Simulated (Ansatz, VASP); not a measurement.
One calculation of Nb3Sn, two programs

File POSCAR:

```
Nb3Sn
1.0
    4.1778318120      0.0000000000      0.0000000000
    0.0000000000      4.1778318120      0.0000000000
    0.0000000000      0.0000000000      4.1778318120
Nb Sn
3 1
Direct
    0.0000000000      0.5000000000      0.5000000000
    0.5000000000      0.0000000000      0.5000000000
    0.5000000000      0.5000000000      0.0000000000
    0.0000000000      0.0000000000      0.0000000000
```

File INCAR.step1:

```
SYSTEM = Nb3Sn
  ALGO = Normal
  EDIFF = 1E-4
  ENCUT = 520
  GGA = PE
  ISMEAR = 0
  LASPH = .True.
  LCHARG = .False.
  LREAL = .False.
  LWAVE = .True.
  NBANDS = 34
  NELM = 60
  PREC = Accurate
  SIGMA = 0.1
```

File INCAR.step2:

```
SYSTEM = Nb3Sn
  ALGO = Normal
  EDIFF = 1E-6
  ENCUT = 520
  ISIF = 2
  ISMEAR = 0
  ISTART = 1
  LASPH = .True.
  LCHARG = .False.
  LMIXTAU = .True.
  LREAL = .False.
  LWAVE = .False.
  METAGGA = R2SCAN
  NBANDS = 34
  NELM = 60
  PREC = Accurate
  SIGMA = 0.1
```

KPOINTS

```
k-points
0
Gamma
  4 4 4
  0 0 0
```

Input for Ansatz:

```yaml
crystal:
  lattice:
    - [4.177831812, 0.0, 0.0]
    - [0.0, 4.177831812, 0.0]
    - [0.0, 0.0, 4.177831812]
  atoms:
    - { symbol: Nb, position: [0.0, 0.5, 0.5] }
    - { symbol: Nb, position: [0.5, 0.0, 0.5] }
    - { symbol: Nb, position: [0.5, 0.5, 0.0] }
    - { symbol: Sn, position: [0.0, 0.0, 0.0] }
basis:
  ecutwfc: 500
kpoints:
  mp_grid: { grid: [4, 4, 4] }
hamiltonian:
  xc: r2scan
scf:
  occupations: { method: gaussian, width: 0.1 }
  lower_state_search: "off"
output:
  forces: true
  stress: true
  eigenvalues: true
```

Alike in both runs: task single point; functional r2SCAN; k mesh 4 × 4 × 4; occupations gaussian, width 0.1 eV; no spin polarisation.

|  | VASP | Ansatz |
| --- | --- | --- |
| version | VASP 6.6.1 | Ansatz 0.2.0 |
| potentials or method | VASP PAW PBE potentials, release 64 (Nb_sv, Sn_d), cutoff 520 eV | scalar-relativistic, plane waves, PAW |
| valence electrons in the cell | 53 | 53 |

Ansatz gave:

```
gap on the k mesh at the Fermi level (eV) : none
pressure (GPa)                            : 5.2
```

Q: What did VASP give for the same quantities?

A: gap on the k mesh at the Fermi level (eV): none; pressure (GPa): 5.1.

VASP's potentials were made for PBE, not for r2SCAN. A gap of «none» marks a metal or a gap that the smearing closes. The functional is the same, so the differences come from potentials, cutoffs and numerics.

The k mesh is coarse, so the values compare programs but aren't converged.
